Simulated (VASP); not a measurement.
# MgCd3Se4 (P3m1) in VASP: relaxation of cell and atoms with PBE

Aim: the relaxation of cell and atoms of MgCd3Se4 with PBE.

All numbers are computed with VASP 6.6.1; they aren't measurements. Logs are shortened: lines on timing, memory, paths and dates and some standing lists are left out, and cuts for length are marked.

**1. The cell of the first run**

It takes space group P3m1 (No. 156, trigonal). Conventional cell: a = 4.195 Å, b = 4.195 Å, c = 13.745 Å, α = 90.00°, β = 90.00°, γ = 120.00°. Mg (site symmetry 3m) has 4 Se at 2.71 to 2.80 Å within 3.6 Å. Within 3.3 Å of Cd (site symmetry 3m) lie 4 Se at 2.49 to 2.54 Å. Within 3.3 Å of Cd (site symmetry 3m) lie 4 Se at 2.50 to 2.54 Å. Cd (site symmetry 3m) has 4 Se at 2.47 to 2.54 Å within 3.3 Å. Within 3.3 Å of Se (site symmetry 3m) lie 3 Cd at 2.54 Å and 1 Mg at 2.80 Å. Se (site symmetry 3m) has 4 Cd at 2.49 to 2.54 Å within 3.3 Å. Within 3.3 Å of Se (site symmetry 3m) lie 1 Cd at 2.47 Å and 3 Mg at 2.71 Å. Within 3.3 Å of Se (site symmetry 3m) lie 4 Cd at 2.50 to 2.54 Å.

The cell was built from a structure type or drawn by symmetry, and may not be a known phase.

**2. Relaxation of cell and atoms, PBE**

INCAR

```
ALGO     = Normal         # electronic algorithm
EDIFF    = 1E-7           # SCF threshold, eV
EDIFFG   = -0.08          # ionic threshold
ENCUT    = 600            # plane-wave cutoff, eV
GGA      = PE             # functional
GGA_COMPAT= F            
IBRION   = 2              # ionic algorithm
ISIF     = 3              # what is computed and relaxed
ISMEAR   = 0              # smearing method
LASPH    = T              # aspherical terms in the spheres
LCHARG   = F              # write CHGCAR
LREAL    = F              # projectors in reciprocal space
LWAVE    = F              # write WAVECAR
NELM     = 120            # most SCF steps
NELMIN   = 4            
NSW      = 36             # ionic steps
PREC     = Accurate       # precision mode
SIGMA    = 0.15           # smearing width, eV
```

KPOINTS

```
k-points
0
Gamma
  3 3 1
```

POSCAR

```
MgCd3Se4
1.0
    4.1947023600      0.0000000000      0.0000000000
   -2.0973511800      3.6327188000      0.0000000000
    0.0000000000      0.0000000000     13.7450852700
Mg Cd Se
1 3 4
Direct
    0.0000000000      0.0000000000      0.7553200100
    0.0000000000      0.0000000000      0.2505379900
    0.3333333300      0.6666666700      0.0138260000
    0.3333333300      0.6666666700      0.4870580100
    0.0000000000      0.0000000000      0.9589110000
    0.0000000000      0.0000000000      0.4318949900
    0.3333333300      0.6666666700      0.6668199900
    0.3333333300      0.6666666700      0.1956320000
```

Potentials or basis: VASP PAW PBE potentials, release 64 (Mg, Cd, Se).

Run with:

```console
> cat potpaw_PBE.64/Mg/POTCAR potpaw_PBE.64/Cd/POTCAR potpaw_PBE.64/Se/POTCAR > POTCAR
> mpirun -np 1 vasp_std > vasp.out
```

OUTCAR:

```text
EDIFF = 1E-7
   EDIFFG = -0.08
   ENCUT = 600
   GGA = PE
   IBRION = 2
   ISIF = 3
   ISMEAR = 0
   LASPH = T
   LREAL = F
   NELM = 120
   NELMIN = 4
   NSW = 36
   PREC = Accurate

 ion  position               nearest neighbor table
   1  0.000  0.000  0.755-   7 2.71   7 2.71   7 2.71   5 2.80
   2  0.000  0.000  0.251-   6 2.49   8 2.54   8 2.54   8 2.54
   3  0.333  0.667  0.014-   8 2.50   5 2.54   5 2.54   5 2.54
   4  0.333  0.667  0.487-   7 2.47   6 2.54   6 2.54   6 2.54
   5  0.000  0.000  0.959-   3 2.54   3 2.54   3 2.54   1 2.80
   6  0.000  0.000  0.432-   2 2.49   4 2.54   4 2.54   4 2.54
   7  0.333  0.667  0.667-   4 2.47   1 2.71   1 2.71   1 2.71
   8  0.333  0.667  0.196-   3 2.50   2 2.54   2 2.54   2 2.54

  LATTYP: Found a hexagonal cell.
 ALAT       =     4.1947023600
 C/A-ratio  =     3.2767724836

  Lattice vectors:

 A1 = (   4.1947023600,   0.0000000000,   0.0000000000)
 A2 = (  -2.0973511800,   3.6327188000,   0.0000000000)
 A3 = (   0.0000000000,   0.0000000000,  13.7450852700)

Analysis of symmetry for initial positions (statically):
=====================================================================
 Subroutine PRICEL returns:
 Original cell was already a primitive cell.

 Routine SETGRP: Setting up the symmetry group for a
 hexagonal supercell.

 Subroutine GETGRP returns: Found  6 space group operations
 (whereof  6 operations were pure point group operations)
 out of a pool of 24 trial point group operations.

The static configuration has the point symmetry C_3v.

Analysis of symmetry for dynamics (positions and initial velocities):
=====================================================================
 Subroutine PRICEL returns:
 Original cell was already a primitive cell.

 Routine SETGRP: Setting up the symmetry group for a
 hexagonal supercell.

 Subroutine GETGRP returns: Found  6 space group operations
 (whereof  6 operations were pure point group operations)
 out of a pool of 24 trial point group operations.

The dynamic configuration has the point symmetry C_3v.

 Subroutine INISYM returns: Found  6 space group operations
 (whereof  6 operations are pure point group operations),
 and found     1 'primitive' translations

----------------------------------------------------------------------------------------

                                     Primitive cell

  volume of cell :     209.4500

  direct lattice vectors                    reciprocal lattice vectors
     4.194702360  0.000000000  0.000000000     0.238395937  0.137637959  0.000000000
    -2.097351180  3.632718800  0.000000000     0.000000000  0.275275917  0.000000000
     0.000000000  0.000000000 13.745085270     0.000000000  0.000000000  0.072753277

  length of vectors
     4.194702360  4.194702356 13.745085270     0.275275917  0.275275917  0.072753277

  position of ions in fractional coordinates (direct lattice)
     0.000000000  0.000000000  0.755320010
     0.000000000  0.000000000  0.250537990
     0.333333330  0.666666670  0.013826000
     0.333333330  0.666666670  0.487058010
     0.000000000  0.000000000  0.958911000
     0.000000000  0.000000000  0.431894990
     0.333333330  0.666666670  0.666819990
     0.333333330  0.666666670  0.195632000

  ion indices of the primitive-cell ions
   primitive index   ion index
                 1           1
                 2           2
                 3           3
                 4           4
                 5           5
                 6           6
                 7           7
                 8           8

----------------------------------------------------------------------------------------

 KPOINTS: k-points

Automatic generation of k-mesh.
 Grid dimensions read from file:
 generate k-points for:    3    3    1

 Generating k-lattice:

  Cartesian coordinates                     Fractional coordinates (reciprocal lattice)
     0.079465312  0.045879320  0.000000000     0.333333333  0.000000000  0.000000000
     0.000000000  0.091758639  0.000000000     0.000000000  0.333333333  0.000000000
     0.000000000  0.000000000  0.072753277     0.000000000  0.000000000  1.000000000

  Length of vectors
     0.091758639  0.091758639  0.072753277

  Shift w.r.t. Gamma in fractional coordinates (k-lattice)
     0.000000000  0.000000000  0.000000000

 Subroutine IBZKPT returns following result:
 ===========================================

 Found      3 irreducible k-points:

 Following reciprocal coordinates:
            Coordinates               Weight
  0.000000  0.000000  0.000000      1.000000
  0.333333 -0.000000  0.000000      6.000000
  0.333333  0.333333  0.000000      2.000000
   k-points           NKPTS =      3   k-points in BZ     NKDIM =      3   number of bands    NBANDS=     37
   number of dos      NEDOS =    301   number of ions     NIONS =      8
   total plane-waves  NPLWV = 145152
   dimension x,y,z NGX =    36 NGY =   36 NGZ =  112
   dimension x,y,z NGXF=    72 NGYF=   72 NGZF=  224
   ions per type =               1   3   4
   NGX,Y,Z   is equivalent  to a cutoff of  14.27, 14.27, 13.55 a.u.
   NGXF,Y,Z  is equivalent  to a cutoff of  28.54, 28.54, 27.09 a.u.
 SYSTEM =  unknown system
   PREC   = accura    normal or accurate (medium, high low for compatibility)
   ISTART =      0    job   : 0-new  1-cont  2-samecut
   ICHARG =      2    charge: 1-file 2-atom 10-const
   ISPIN  =      1    spin polarized calculation?
   LNONCOLLINEAR =      F non collinear calculations
   LSORBIT =      F    spin-orbit coupling
   LASPH  =      T    aspherical Exc in radial PAW
   ENCUT  =  600.0 eV  44.10 Ry    6.64 a.u.   8.38  8.38 27.45*2*pi/ulx,y,z
   NELM   =    120;   NELMIN=  4; NELMDL= -5     # of ELM steps
   EDIFF  = 0.1E-06   stopping-criterion for ELM
   LREAL  =      F    real-space projection
   EDIFFG = -.8E-01   stopping-criterion for IOM
   NSW    =     36    number of steps for IOM
   IBRION =      2    ionic relax: 0-MD 1-quasi-New 2-CG
   NFREE  =      1    steps in history (QN), initial steepest desc. (CG)
   ISIF   =      3    stress and relaxation
   ISYM   =      2    0-nonsym 1-usesym 2-fastsym
   POTIM  = 0.5000    time-step for ionic-motion
   TEBEG  =    0.0;   TEEND  =   0.0 temperature during run
   PSTRESS=    0.0 pullay stress
   NELECT =      62.0000    total number of electrons
   NUPDOWN=      -1.0000    fix difference up-down
   EMIN   =  10.00;   EMAX   =-10.00  energy-range for DOS
   EFERMI =   0.00;   METHOD = LEGACY
   ISMEAR =     0;   SIGMA  =   0.15  broadening in eV -4-tet -1-fermi 0-gaus
   EFERMI_NEDOS =   21; number of points for ismear=-14 and -15
   IALGO  =     38    algorithm
   IMIX   =      4    mixing-type and parameters
     AMIX     =   0.40;   BMIX     =  1.00
     AMIX_MAG =   1.60;   BMIX_MAG =  1.00
  volume/ion in A,a.u.               =      26.18       176.68
  Fermi-wavevector in a.u.,A,eV,Ry     =   1.091052  2.061788 16.196287  1.190393
  Thomas-Fermi vector in A             =   2.227289
   LORBIT       =      0    0 simple, 1 ext, 2 COOP (PROOUT), +10 PAW based schemes
   GGA     = PE    functional components
   LHFCALC =     F    Hartree Fock is set to
   AEXX    =    0.0000 exact exchange contribution
   IVDW    =     0    specifies the selected vdW correction
   LEPSILON=     F    determine dielectric tensor
   LRPA    =     F    only Hartree local field effects (RPA)
 conjugate gradient relaxation of ions
 non-spin polarized calculation
 Gauss-broadening in eV      SIGMA  =   0.15
  energy-cutoff  :      600.00
  volume of cell :      209.45
 maximum number of plane-waves:      7009
 NGX is ok and might be reduce to    36
   NGX = 17   NGY = 17   NGZ = 55

--------------------------------------- Ionic step        1  -------------------------------------------

 number of electron      62.0000012 magnetization

 Free energy of the ion-electron system (eV)
  ---------------------------------------------------
  ext. energy  EPLUGINS =         0.00000000
  ---------------------------------------------------
  free energy    TOTEN  =       -22.18525853 eV

  energy without entropy =      -22.18525815  energy(sigma->0) =      -22.18525834

------------------------ aborting loop because EDIFF is reached ----------------------------------------

  FORCE on cell =-STRESS in cart. coord.  units (eV):
  Direction    XX          YY          ZZ          XY          YZ          ZX
  --------------------------------------------------------------------------------------
  -------------------------------------------------------------------------------------
  Total       10.9836805     10.9836805     10.7940882     -0.0000000      0.0000000      0.0000000
  in kB       84.0191154     84.0191152     82.5688383     -0.0000000      0.0000000      0.0000000
  external PRESSURE =      83.5356896 kB  Pullay stress =       0.0000000 kB
[... 107 lines left out ...]
  FREE ENERGIE OF THE ION-ELECTRON SYSTEM (eV)
  ---------------------------------------------------
  free  energy   TOTEN  =       -23.1719996340 eV

  energy  without entropy=      -23.1719291496  energy(sigma->0) =      -23.17196439

[... ionic steps 4 to 10 ...]

--------------------------------------- Ionic step       11  -------------------------------------------

 number of electron      62.0000011 magnetization

------------------------ aborting loop because EDIFF is reached ----------------------------------------

  FORCE on cell =-STRESS in cart. coord.  units (eV):
  Direction    XX          YY          ZZ          XY          YZ          ZX
  --------------------------------------------------------------------------------------
  -------------------------------------------------------------------------------------
  Total       -0.0951438     -0.0951438      0.2561360      0.0000000      0.0000000     -0.0000000
  in kB       -0.6495564     -0.6495564      1.7486674      0.0000000      0.0000000     -0.0000000
  external PRESSURE =       0.1498515 kB  Pullay stress =       0.0000000 kB
[... 69 lines left out ...]
  energy  without entropy=      -23.6415658387  energy(sigma->0) =      -23.64157029

--------------------------------------- Ionic step       13  -------------------------------------------

 number of electron      62.0000012 magnetization

 Free energy of the ion-electron system (eV)
  ---------------------------------------------------
  ext. energy  EPLUGINS =         0.00000000
  ---------------------------------------------------
  free energy    TOTEN  =       -23.64491160 eV

  energy without entropy =      -23.64489982  energy(sigma->0) =      -23.64490571

 E-fermi :   1.0019     XC(G=0):  -8.4315

 val. band max:        0.5757482150   @ k =   0.0000   0.0000   0.0000
 cond. band min:       1.4098657512   @ k =   0.0000   0.0000   0.0000
 fundamental gap:      0.8341175362
 Fermi energy:         1.0019070930

 k-point     1 :       0.0000    0.0000    0.0000
  band No.  band energies     occupation
      1     -11.5927      2.00000
      2     -11.4157      2.00000
      3     -11.3812      2.00000
      4     -11.1324      2.00000
      5      -7.1416      2.00000
      6      -7.1416      2.00000
[... 29 lines left out ...]
     36       6.3412      0.00000
     37       6.4527      0.00000

 k-point     2 :       0.3333   -0.0000    0.0000
  band No.  band energies     occupation
      1     -11.3708      2.00000
      2     -11.2678      2.00000
      3     -11.1888      2.00000
      4     -11.0246      2.00000
      5      -7.0722      2.00000
      6      -7.0680      2.00000
[... 29 lines left out ...]
     36       5.3920      0.00000
     37       5.6017      0.00000

 k-point     3 :       0.3333    0.3333    0.0000
  band No.  band energies     occupation
      1     -11.2464      2.00000
      2     -11.2090      2.00000
      3     -11.0728      2.00000
      4     -10.9839      2.00000
      5      -7.0680      2.00000
      6      -7.0120      2.00000
[... 64 lines left out ...]
  FREE ENERGIE OF THE ION-ELECTRON SYSTEM (eV)
  ---------------------------------------------------
  free  energy   TOTEN  =       -23.6449115996 eV

  energy  without entropy=      -23.6448998182  energy(sigma->0) =      -23.64490571

 reached required accuracy - stopping structural energy minimisation
```

Run time: 4.6 min. Hardware: 1 thread of Intel Xeon 6975P-C (Granite Rapids), shared host; peak memory 0.39 GiB.

What came out:

```
Free energy                           : -23.6449 eV
Relaxed volume                        : 29.40 Å³/atom
Relaxed cell                          : a = 4.396 Å, b = 4.396 Å, c = 14.051 Å, α = 90.00°, β = 90.00°, γ = 120.00°
Space group after relaxing (to 0.1 Å) : P3m1 (No. 156)
Energy gained by relaxing             : 182.5 meV/atom
Ionic steps                           : 13
Pressure after relaxing               : -0.1 GPa
Largest force after relaxing          : 0.055 eV/Å
Band gap on the k mesh                : 0.83 eV
```

Forces on the atoms (eV/Å):
```
Mg   0.000  0.000  0.005
Cd   0.000  0.000 -0.015
Cd   0.000  0.000 -0.038
Cd   0.000  0.000  0.055
Se   0.000  0.000 -0.051
Se   0.000  0.000 -0.021
Se   0.000  0.000  0.017
Se   0.000  0.000  0.046
```

The path:
| step | energy change (eV) | largest force (eV/Å) | pressure (GPa) | volume (Å³) |
| --- | --- | --- | --- | --- |
| 1 | 0.0000 | 2.8294 | 8.35 | 209.45 |
| 2 | -0.9316 | 0.8888 | -2.35 | 253.61 |
| 3 | -0.9867 | 1.1374 | -0.82 | 243.49 |
| 4 | -1.1213 | 0.7957 | -0.53 | 240.97 |
| 5 | -1.2683 | 0.9179 | 0.62 | 233.42 |
| 6 | -1.3450 | 0.6013 | 0.21 | 234.32 |
| 7 | -1.3626 | 0.5396 | -0.03 | 235.03 |
| 8 | -1.4002 | 0.3758 | -0.05 | 234.99 |
| 9 | -1.4346 | 0.2969 | -0.01 | 234.89 |
| 10 | -1.4359 | 0.3050 | -0.02 | 234.91 |
| 11 | -1.4483 | 0.1924 | 0.01 | 234.68 |
| 12 | -1.4563 | 0.1603 | 0.08 | 234.31 |
| 13 | -1.4597 | 0.0551 | -0.08 | 235.18 |

Final structure:
```
Mg Cd Se
1.0
     4.39614    0.00000    0.00000
    -2.19807    3.80717    0.00000
     0.00000    0.00000   14.05144
Mg Cd Se
1 3 4
Direct
  0.00000 0.00000 0.74836
  0.00000 0.00000 0.25081
  0.33333 0.66667 0.99722
  0.33333 0.66667 0.50492
  0.00000 0.00000 0.93332
  0.00000 0.00000 0.44172
  0.33333 0.66667 0.69633
  0.33333 0.66667 0.18733
```

Levels at points of the mesh, in eV from the valence-band top:
```
           k point  band 29  band 30  band 31  band 32  band 33  band 34
(0.00, 0.00, 0.00)    -0.07     0.00     0.00     0.83     2.18     2.38
```

Caveat: the k points lie up to 0.55 Å⁻¹ apart in the final cell; the relaxation stopped at a loose force limit of 0.08 eV/Å, so its end isn't a converged minimum.
